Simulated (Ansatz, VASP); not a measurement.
**One calculation of C, two programs**

```xyz
4
Lattice="-1.2692 1.2692 4.3275 1.2692 -1.2692 4.3275 1.2692 1.2692 -4.3275" Properties=species:S:1:pos:R:3 pbc="T T T"
C     0.0000    0.0000    0.7458
C     0.0000    1.2692    2.9096
C     0.0000    0.0000    7.9091
C     0.0000    1.2692    1.4179
```

Alike in both runs: functional PBE; k mesh 10 × 10 × 10; occupations gaussian, width 0.1 eV; no spin polarisation.

Ansatz relaxed the structure, and its values are those at the end. VASP's run is a single point on that final structure, the one shown.

|  | VASP | Ansatz |
| --- | --- | --- |
| version | VASP 6.6.1 | Ansatz 0.2.0 |
| potentials or method | VASP PAW PBE potentials, release 64 (C), cutoff 520 eV | scalar-relativistic, plane waves, PAW |
| valence electrons in the cell | 16 | 16 |

```csv
,VASP,Ansatz,Ansatz less VASP
gap on the k mesh at the Fermi level (eV),none,none,-
pressure (GPa),0.5,-0.1,-0.55
```

A gap of «none» marks a metal or a gap that the smearing closes.
